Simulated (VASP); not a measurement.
Set up this calculation in VASP 6.6.1, as the native input.

* Task: single point
* Functional: r2SCAN
* Potentials or basis: VASP PAW PBE potentials, release 64 (Cs_sv, H)
* Cutoff: 520 eV
* k mesh: 2 × 2 × 2
* Occupations: fermi-dirac, width 0.02 eV
* Spin: no spin polarisation
* Dipole correction: no
* Further INCAR settings: LREAL = Auto; ALGO = Normal; EDIFF = 1e-07; NBANDS = 54

Crystal: CsH.

```
Cs H
1.0
     0.00000    6.99414    6.99414
     6.99414    0.00000    6.99414
     6.99414    6.99414    0.00000
Cs H
8 8
Direct
  0.99984 0.00077 0.00143
  0.00085 0.99685 0.50067
  0.99925 0.50366 0.99697
  0.99959 0.49898 0.49997
  0.50111 0.99979 0.99927
  0.49859 0.99849 0.50312
  0.50016 0.50109 0.00016
  0.50087 0.49926 0.49995
  0.12098 0.12786 0.12326
  0.07644 0.14311 0.63602
  0.15040 0.63172 0.07413
  0.10196 0.60647 0.62828
  0.63927 0.11816 0.12850
  0.62178 0.12087 0.63325
  0.64969 0.62163 0.12684
  0.61054 0.62990 0.64732
```

These files were run (other wordings do the same):

POSCAR

```
CsH
1.0
    0.0000000000      6.9941400000      6.9941400000
    6.9941400000      0.0000000000      6.9941400000
    6.9941400000      6.9941400000      0.0000000000
Cs H
8 8
Direct
   -0.0001600626      0.0007737191      0.0014348440
    0.0008531428     -0.0031513524      0.5006717052
   -0.0007504139      0.5036587057     -0.0030337540
   -0.0004094857      0.4989781446      0.4999716906
    0.5011073556     -0.0002051718     -0.0007301827
    0.4985944662     -0.0015119085      0.5031241153
    0.5001608489      0.5010906273      0.0001594192
    0.5008688702      0.4992636693      0.4999479564
    0.1209817075      0.1278644694      0.1232611872
    0.0764351300      0.1431148075      0.6360212978
    0.1503971896      0.6317201257      0.0741260541
    0.1019552797      0.6064744915      0.6282836060
    0.6392657997      0.1181579865      0.1285015027
    0.6217804476      0.1208689703      0.6332504783
    0.6496896688      0.6216348972      0.1268446871
    0.6105443986      0.6298961702      0.6473156099
```

INCAR.step1

```
ALGO     = Normal         # electronic algorithm
EDIFF    = 1E-4           # SCF threshold, eV
ENCUT    = 520            # plane-wave cutoff, eV
GGA      = PE             # functional
ISMEAR   = -1             # smearing method
LASPH    = T              # aspherical terms in the spheres
LCHARG   = F              # write CHGCAR
LREAL    = Auto         
LWAVE    = T              # write WAVECAR
NBANDS   = 54             # bands
NELM     = 80             # most SCF steps
PREC     = Accurate       # precision mode
SIGMA    = 0.02           # smearing width, eV
```

INCAR.step2

```
ALGO     = Normal         # electronic algorithm
EDIFF    = 1E-7           # SCF threshold, eV
ENCUT    = 520            # plane-wave cutoff, eV
ISIF     = 2              # what is computed and relaxed
ISMEAR   = -1             # smearing method
ISTART   = 1            
LASPH    = T              # aspherical terms in the spheres
LCHARG   = F              # write CHGCAR
LMIXTAU  = T            
LREAL    = Auto         
LWAVE    = F              # write WAVECAR
METAGGA  = R2SCAN         # meta-GGA
NBANDS   = 54             # bands
NELM     = 80             # most SCF steps
PREC     = Accurate       # precision mode
SIGMA    = 0.02           # smearing width, eV
```

KPOINTS

```
k-points
0
Gamma
  2 2 2
```

Potentials or basis: VASP PAW PBE potentials, release 64 (Cs_sv, H).

Launch:

```sh
$ cat potpaw_PBE.64/Cs_sv/POTCAR potpaw_PBE.64/H/POTCAR > POTCAR
$ cp INCAR.step1 INCAR
$ mpirun -np 1 vasp_std > vasp.out
$ cp INCAR.step2 INCAR
$ mpirun -np 1 vasp_std > vasp.out
```

It gave:

| Property | Result |
| --- | --- |
| Pressure | 0.1 GPa |
| Largest force | 0.371 eV/Å |
| Band gap on the k mesh | 3.07 eV (least direct gap 3.09 eV) |

Caveat: the atoms stand as in a frame of molecular dynamics; the structure was generated, so it needn't be the stable form of CsH; the PAW data sets were made with another functional, which shifts forces and pressure a little; spin-orbit coupling is left out, which moves the levels of the heavy elements.

Wall time 38 min on 1 thread of Intel(R) Xeon(R) Platinum 8488C (Sapphire Rapids) (shared host), peak memory 1.2 GiB.
